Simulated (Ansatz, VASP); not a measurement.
# Eu in VASP and in Ansatz

```
Eu
1.0
    -2.11733    2.11733    2.11733
     2.11733   -2.11733    2.11733
     2.11733    2.11733   -2.11733
Eu
1
Direct
  0.00000 0.00000 0.00000
```

Alike in both runs: task single point; functional PBEsol; k mesh 14 × 14 × 14; occupations gaussian, width 0.05 eV; collinear spin.

|  | VASP | Ansatz |
| --- | --- | --- |
| version | VASP 6.6.1 | Ansatz 0.2.0 |
| potentials or method | VASP PAW PBE potentials, release 64 (Eu), cutoff 520 eV | scalar-relativistic, plane waves, PAW |
| valence electrons in the cell | 17 | 17 |

Ansatz gave:

| Property | Result |
| --- | --- |
| pressure (GPa) | 0.0 |
| net moment per atom (μB) | 7.21 |
| size of the moment on the site where the two differ most (μB) | 6.97 |

Which values does VASP return?

Pressure (GPa): -0.3; net moment per atom (μB): 7.20; size of the moment on the site where the two differ most (μB): 6.65.

VASP's potentials were made for PBE, not for PBEsol. Site moments also hang on the region over which each program counts them. Ansatz's warnings: given moment on shells.

Spin-orbit coupling is off throughout.
